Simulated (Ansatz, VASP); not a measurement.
One calculation of Cu, two programs

```xyz
2
Lattice="0.0000 2.6500 2.6500 2.6500 0.0000 2.6500 2.6500 2.6500 0.0000" Properties=species:S:1:pos:R:3 pbc="T T T"
Cu    0.6625    0.6625    0.6625
Cu    4.6375    4.6375    4.6375
```

Alike in both runs: task single point; functional PBEsol; k mesh 17 × 17 × 17; occupations fermi-dirac, width 0.1 eV; no spin polarisation.

```csv
,VASP,Ansatz
version,VASP 6.6.1,Ansatz 0.2.0
potentials or method,"VASP PAW PBE potentials, release 64 (Cu), cutoff 520 eV","plane waves (420 eV) with PAW, scalar-relativistic"
valence electrons in the cell,22,38
```

|  | VASP | Ansatz | Ansatz less VASP |
| --- | --- | --- | --- |
| pressure (GPa) | -2.4 | -2.4 | 0.00 |

VASP's potentials were made for PBE, not for PBEsol, and Ansatz warns of the same on its side. With one functional, cell and mesh, what is left measures potentials, basis and numerics. VASP's potentials hold 22 valence electrons a cell and Ansatz's 38, so a difference there can come from the potentials and not from the codes.
